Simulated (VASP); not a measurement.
Wanted: the native input for a VASP 6.6.1 run.

* Task: single point
* Functional: PBE
* Potentials or basis: VASP PAW PBE potentials, release 64 (C, O)
* Cutoff: 520 eV
* k mesh: 4 × 4 × 4
* Occupations: gaussian, width 0.05 eV
* Spin: no spin polarisation
* Dipole correction: no
* Further INCAR settings: ALGO = Normal; EDIFF = 1e-07; NBANDS = 44

The structure of CO2 lies in POSCAR:

```
CO2
1.0
    5.9995469334      0.0000000000      0.0000000000
    0.0000000000      5.9995469334      0.0000000000
    0.0000000000      0.0000000000      6.7686888503
C O
4 8
Direct
    0.0000000000      0.0000000000      0.0000000000
    0.5000000000      0.0000000000      0.5000000000
    0.5000000000      0.5000000000      0.0000000000
    0.0000000000      0.5000000000      0.5000000000
    0.1114834447      0.1114834447      0.1114834447
    0.3885165553      0.8885165553      0.6114834447
    0.6114834447      0.3885165553      0.8885165553
    0.8885165553      0.6114834447      0.3885165553
    0.8885165553      0.8885165553      0.8885165553
    0.6114834447      0.1114834447      0.3885165553
    0.3885165553      0.6114834447      0.1114834447
    0.1114834447      0.3885165553      0.6114834447
```

These files were run (other wordings do the same):

INCAR

```
PREC = Accurate ; ENCUT = 520
EDIFF = 1E-7 ; ISMEAR = 0
SIGMA = 0.05 ; LREAL = False
LASPH = True ; NELM = 80
ALGO = Normal ; ISIF = 2
LWAVE = False ; LCHARG = True
GGA = PE ; LELF = True
LVHAR = True ; NBANDS = 44
```

KPOINTS

```
Automatic mesh
0
Gamma
  4 4 4
```

Potentials or basis: VASP PAW PBE potentials, release 64 (C, O).

Launch:

```sh
$ cat potpaw_PBE.64/C/POTCAR potpaw_PBE.64/O/POTCAR > POTCAR
$ mpirun -np 1 vasp_std > vasp.out
```

Results of the run:

| Quantity | Value |
| --- | --- |
| Pressure | -6.8 GPa |
| Largest force | 3.084 eV/Å |
| Band gap on the k mesh | 6.23 eV |

Caveat: the cell stands under tension; this functional lacks dispersion, which holds the molecules together, so the pressure and a relaxed volume are unreliable; forces of over 1 eV/Å act on the atoms, so gaps and moduli don't describe the material at rest.

Wall time 6.4 min on 1 thread of Intel(R) Xeon(R) Platinum 8375C CPU @ 2.90GHz (Ice Lake), on a shared host, peak memory 0.44 GiB.
